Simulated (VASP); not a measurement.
Runs of VASP 6.6.1 on Ta. The structure is that of space group Pm-3m (No. 221), or close to it. The cells are those of the table. 

```csv
cell,k mesh,gap on the mesh (eV),pressure (GPa)
"a = 2.742 Å, 1 atom",19 × 19 × 19,none,0.6
"a = 2.778 Å, 1 atom",13 × 13 × 13,none,(a)
"a = 2.667 Å, 1 atom",13 × 13 × 13,none,14.2
"a = 2.705 Å, 1 atom",13 × 13 × 13,none,(b)
"a = 2.742 Å, 1 atom",12 × 12 × 12,none,0.1
```

Alike in all rows: task single point; level PBE; potentials or basis VASP PAW PBE potentials, release 64 (Ta_pv); no spin polarisation; cutoff (eV) 520; smearing fermi-dirac 0.1 eV.

Problem. Estimate the missing entries.

Solution. (a) -5.1; (b) 6.5.

Caveats: spin-orbit coupling is left out, which moves the levels of the heavy elements.

A k mesh can miss the band edges, and the runs leave out spin-orbit coupling on Ta.

A gap of «none» marks levels without a gap at the run's occupations.
